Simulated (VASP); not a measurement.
# Ge (Fm-3m) in VASP: single point with PBE

Aim: the single point of Ge with PBE.

All numbers are computed with VASP 6.6.1; they aren't measurements. Logs are shortened: lines on timing, memory, paths and dates and some standing lists are left out, and cuts for length are marked.

### Step 1. The cell of the first run

Symmetry: Fm-3m, No. 225, cubic system. Conventional cell: a = 4.202 Å, b = 4.202 Å, c = 4.202 Å, α = 90.00°, β = 90.00°, γ = 90.00°. Within 3.9 Å of Ge (site symmetry m-3m) lie 12 Ge at 2.97 Å.

This isn't the form of Ge at room conditions, which is diamond.

### Step 2. Single point, PBE

The input, INCAR:

```
PREC     = Accurate       # precision mode
ENCUT    = 500            # plane-wave cutoff, eV
EDIFF    = 1E-6           # SCF threshold, eV
ISMEAR   = -1             # smearing method
SIGMA    = 0.1            # smearing width, eV
LREAL    = False          # projectors in reciprocal space
LASPH    = True           # aspherical terms in the spheres
NELM     = 120            # most SCF steps
ALGO     = Normal         # electronic algorithm
ISIF     = 2              # what is computed and relaxed
LWAVE    = False          # write WAVECAR
LCHARG   = False          # write CHGCAR
GGA      = PE             # functional
NBANDS   = 13             # bands
GGA_COMPAT= False
```

The input, KPOINTS:

```
regular mesh
0
Gamma
  14 14 14
```

The input, POSCAR:

```
Ge
1.0
    0.0000000000      2.1008590000      2.1008590000
    2.1008590000      0.0000000000      2.1008590000
    2.1008590000      2.1008590000      0.0000000000
Ge
1
Direct
    0.0000000000      0.0000000000      0.0000000000
```

Potentials or basis: VASP PAW PBE potentials, release 64 (Ge_d).

The run is started by

```sh
cat potpaw_PBE.64/Ge_d/POTCAR > POTCAR
mpirun -np 1 vasp_std > vasp.out
```

OUTCAR:

```text
PREC = Accurate
   ENCUT = 500
   EDIFF = 1E-6
   ISMEAR = -1
   LREAL = False
   LASPH = True
   NELM = 120
   ISIF = 2
   GGA = PE

 ion  position               nearest neighbor table
   1  0.000  0.000  0.000-

  LATTYP: Found a face centered cubic cell.
 ALAT       =     4.2017180000

  Lattice vectors:

 A1 = (   0.0000000000,   2.1008590000,   2.1008590000)
 A2 = (   2.1008590000,   0.0000000000,   2.1008590000)
 A3 = (   2.1008590000,   2.1008590000,   0.0000000000)

Analysis of symmetry for initial positions (statically):
=====================================================================
 Subroutine PRICEL returns:
 Original cell was already a primitive cell.

 Routine SETGRP: Setting up the symmetry group for a
 face centered cubic supercell.

 Subroutine GETGRP returns: Found 48 space group operations
 (whereof 48 operations were pure point group operations)
 out of a pool of 48 trial point group operations.

The static configuration has the point symmetry O_h .

Analysis of symmetry for dynamics (positions and initial velocities):
=====================================================================
 Subroutine PRICEL returns:
 Original cell was already a primitive cell.

 Routine SETGRP: Setting up the symmetry group for a
 face centered cubic supercell.

 Subroutine GETGRP returns: Found 48 space group operations
 (whereof 48 operations were pure point group operations)
 out of a pool of 48 trial point group operations.

The dynamic configuration has the point symmetry O_h .

 Subroutine INISYM returns: Found 48 space group operations
 (whereof 48 operations are pure point group operations),
 and found     1 'primitive' translations

----------------------------------------------------------------------------------------

                                     Primitive cell

  volume of cell :      18.5447

  direct lattice vectors                    reciprocal lattice vectors
     0.000000000  2.100859000  2.100859000    -0.237997886  0.237997886  0.237997886
     2.100859000  0.000000000  2.100859000     0.237997886 -0.237997886  0.237997886
     2.100859000  2.100859000  0.000000000     0.237997886  0.237997886 -0.237997886

  length of vectors
     2.971063290  2.971063290  2.971063290     0.412224430  0.412224430  0.412224430

  position of ions in fractional coordinates (direct lattice)
     0.000000000  0.000000000  0.000000000

  ion indices of the primitive-cell ions
   primitive index   ion index
                 1           1

----------------------------------------------------------------------------------------

 KPOINTS: regular mesh

Automatic generation of k-mesh.
 Grid dimensions read from file:
 generate k-points for:   14   14   14

 Generating k-lattice:

  Cartesian coordinates                     Fractional coordinates (reciprocal lattice)
    -0.016999849  0.016999849  0.016999849     0.071428571  0.000000000  0.000000000
     0.016999849 -0.016999849  0.016999849     0.000000000  0.071428571  0.000000000
     0.016999849  0.016999849 -0.016999849     0.000000000  0.000000000  0.071428571

  Length of vectors
     0.029444602  0.029444602  0.029444602

  Shift w.r.t. Gamma in fractional coordinates (k-lattice)
     0.000000000  0.000000000  0.000000000

 Subroutine IBZKPT returns following result:
 ===========================================

 Found    104 irreducible k-points:

 Following reciprocal coordinates:
            Coordinates               Weight
  0.000000  0.000000  0.000000      1.000000
  0.071429  0.000000  0.000000      8.000000
  0.142857  0.000000  0.000000      8.000000
  0.214286  0.000000  0.000000      8.000000
  0.285714  0.000000  0.000000      8.000000
  0.357143  0.000000  0.000000      8.000000
[... 16 lines left out ...]
  0.214286  0.142857  0.000000     24.000000
  0.285714  0.142857  0.000000     24.000000
 [... further k-points ...]
   k-points           NKPTS =    104   k-points in BZ     NKDIM =    104   number of bands    NBANDS=     13
   number of dos      NEDOS =    301   number of ions     NIONS =      1
   total plane-waves  NPLWV =  13824
   dimension x,y,z NGX =    24 NGY =   24 NGZ =   24
   dimension x,y,z NGXF=    48 NGYF=   48 NGZF=   48
   ions per type =               1
   NGX,Y,Z   is equivalent  to a cutoff of  13.43, 13.43, 13.43 a.u.
   NGXF,Y,Z  is equivalent  to a cutoff of  26.86, 26.86, 26.86 a.u.
 SYSTEM =  unknown system
   PREC   = accura    normal or accurate (medium, high low for compatibility)
   ISTART =      0    job   : 0-new  1-cont  2-samecut
   ICHARG =      2    charge: 1-file 2-atom 10-const
   ISPIN  =      1    spin polarized calculation?
   LNONCOLLINEAR =      F non collinear calculations
   LSORBIT =      F    spin-orbit coupling
   LASPH  =      T    aspherical Exc in radial PAW
   ENCUT  =  500.0 eV  36.75 Ry    6.06 a.u.   5.42  5.42  5.42*2*pi/ulx,y,z
   NELM   =    120;   NELMIN=  2; NELMDL= -5     # of ELM steps
   EDIFF  = 0.1E-05   stopping-criterion for ELM
   LREAL  =      F    real-space projection
   EDIFFG = 0.1E-04   stopping-criterion for IOM
   NSW    =      0    number of steps for IOM
   IBRION =     -1    ionic relax: 0-MD 1-quasi-New 2-CG
   NFREE  =      0    steps in history (QN), initial steepest desc. (CG)
   ISIF   =      2    stress and relaxation
   ISYM   =      2    0-nonsym 1-usesym 2-fastsym
   POTIM  = 0.5000    time-step for ionic-motion
   TEBEG  =    0.0;   TEEND  =   0.0 temperature during run
   PSTRESS=    0.0 pullay stress
   NELECT =      14.0000    total number of electrons
   NUPDOWN=      -1.0000    fix difference up-down
   EMIN   =  10.00;   EMAX   =-10.00  energy-range for DOS
   EFERMI =   0.00;   METHOD = LEGACY
   ISMEAR =    -1;   SIGMA  =   0.10  broadening in eV -4-tet -1-fermi 0-gaus
   EFERMI_NEDOS =   21; number of points for ismear=-14 and -15
   IALGO  =     38    algorithm
   IMIX   =      4    mixing-type and parameters
     AMIX     =   0.40;   BMIX     =  1.00
     AMIX_MAG =   1.60;   BMIX_MAG =  1.00
  volume/ion in A,a.u.               =      18.54       125.15
  Fermi-wavevector in a.u.,A,eV,Ry     =   1.490655  2.816930 30.232876  2.222054
  Thomas-Fermi vector in A             =   2.603410
   LORBIT       =      0    0 simple, 1 ext, 2 COOP (PROOUT), +10 PAW based schemes
   GGA     = PE    functional components
   LHFCALC =     F    Hartree Fock is set to
   AEXX    =    0.0000 exact exchange contribution
   IVDW    =     0    specifies the selected vdW correction
   LEPSILON=     F    determine dielectric tensor
   LRPA    =     F    only Hartree local field effects (RPA)
 non-spin polarized calculation
  energy-cutoff  :      500.00
  volume of cell :       18.54
 maximum number of plane-waves:       495
 NGX is ok and might be reduce to    24
   NGX = 11   NGY = 11   NGZ = 11

 number of electron      13.9999992 magnetization

 Free energy of the ion-electron system (eV)
  ---------------------------------------------------
  ext. energy  EPLUGINS =         0.00000000
  ---------------------------------------------------
  free energy    TOTEN  =        -4.17775630 eV

  energy without entropy =       -4.15842109  energy(sigma->0) =       -4.16808870

 E-fermi :   7.0824     XC(G=0): -11.3831

 val. band max:        7.0159611990   @ k =  -0.3571   0.5000   0.1429
 cond. band min:       7.0935327108   @ k =  -0.2143   0.2857   0.0714
 fundamental gap:      0.0775715118
 Fermi energy:         7.0823522512

 k-point     1 :       0.0000    0.0000    0.0000
  band No.  band energies     occupation
      1     -17.7417      2.00000
      2     -17.7417      2.00000
      3     -17.7417      2.00000
      4     -17.6896      2.00000
      5     -17.6896      2.00000
      6      -6.3326      2.00000
      7      16.1564      0.00000
      8      16.1564      0.00000
      9      16.1564      0.00000
     10      21.1801      0.00000
     11      21.1801      0.00000
     12      21.1801      0.00000
     13      22.1499      0.00000

 k-point     2 :       0.0714    0.0000    0.0000
  band No.  band energies     occupation
      1     -17.7418      2.00000
      2     -17.7390      2.00000
      3     -17.7390      2.00000
      4     -17.6899      2.00000
      5     -17.6899      2.00000
      6      -6.2035      2.00000
      7      14.8567      0.00000
      8      15.9498      0.00000
      9      15.9498      0.00000
     10      20.3622      0.00000
     11      21.5422      0.00000
     12      21.5422      0.00000
     13      23.9712      0.00000

 k-point     3 :       0.1429    0.0000    0.0000
  band No.  band energies     occupation
      1     -17.7417      2.00000
      2     -17.7326      2.00000
      3     -17.7326      2.00000
      4     -17.6888      2.00000
      5     -17.6888      2.00000
      6      -5.8161      2.00000
      7      12.2897      0.00000
      8      15.4851      0.00000
      9      15.4851      0.00000
     10      19.7967      0.00000
     11      22.2925      0.00000
     12      22.2925      0.00000
     13      25.0269      0.00000
[... 305 lines left out ...]
 k-point    23 :       0.2143    0.1429    0.0000
  band No.  band energies     occupation
      1     -17.7567      2.00000
      2     -17.7149      2.00000
      3     -17.7121      2.00000
      4     -17.7031      2.00000
      5     -17.6751      2.00000
      6      -5.1704      2.00000
      7      11.5944      0.00000
      8      13.1976      0.00000
      9      13.9512      0.00000
     10      17.6326      0.00000
     11      19.5524      0.00000
     12      24.7985      0.00000
     13      25.4212      0.00000

 k-point    24 :       0.2857    0.1429    0.0000
  band No.  band energies     occupation
      1     -17.7564      2.00000
      2     -17.7198      2.00000
      3     -17.7093      2.00000
      4     -17.6926      2.00000
      5     -17.6637      2.00000
      6      -4.4410      2.00000
      7       9.0064      0.00000
      8      12.7209      0.00000
      9      13.3173      0.00000
     10      17.5344      0.00000
     11      19.7979      0.00000
     12      24.5983      0.00000
     13      24.9818      0.00000

 [... further k-points ...]

------------------------ aborting loop because EDIFF is reached ----------------------------------------

  FORCE on cell =-STRESS in cart. coord.  units (eV):
  Direction    XX          YY          ZZ          XY          YZ          ZX
  --------------------------------------------------------------------------------------
  -------------------------------------------------------------------------------------
  Total        0.4437870      0.4437870      0.4437870     -0.0000000      0.0000000      0.0000000
  in kB       38.3410928     38.3410928     38.3410928     -0.0000000      0.0000000      0.0000000
  external PRESSURE =      38.3410928 kB  Pullay stress =       0.0000000 kB

 VOLUME and BASIS-vectors are now :
 -----------------------------------------------------------------------------
  energy-cutoff  :      500.00
  volume of cell :       18.54
      direct lattice vectors                 reciprocal lattice vectors
     0.000000000  2.100859000  2.100859000    -0.237997886  0.237997886  0.237997886
     2.100859000  0.000000000  2.100859000     0.237997886 -0.237997886  0.237997886
     2.100859000  2.100859000  0.000000000     0.237997886  0.237997886 -0.237997886

 POSITION                                       TOTAL-FORCE (eV/Angst)
 -----------------------------------------------------------------------------------
      0.00000      0.00000      0.00000         0.000000      0.000000      0.000000
 -----------------------------------------------------------------------------------
    total drift:                                0.000000      0.000000      0.000000

  FREE ENERGIE OF THE ION-ELECTRON SYSTEM (eV)
  ---------------------------------------------------
  free  energy   TOTEN  =        -4.1777562982 eV

  energy  without entropy=       -4.1584210941  energy(sigma->0) =       -4.16808870
```

Run time: 33 s. Hardware: 1 thread of Intel Xeon 8259CL, shared host; peak memory 0.15 GiB.

What came out:

* Free energy: -4.1778 eV
* Pressure: 3.8 GPa
* Band gap on the k mesh: zero (bands 7 and 8 overlap by 11.54 eV)

Caveat: the cell stands under pressure.

The gap in the log of VASP goes by the Fermi energy; the results here count the filled bands.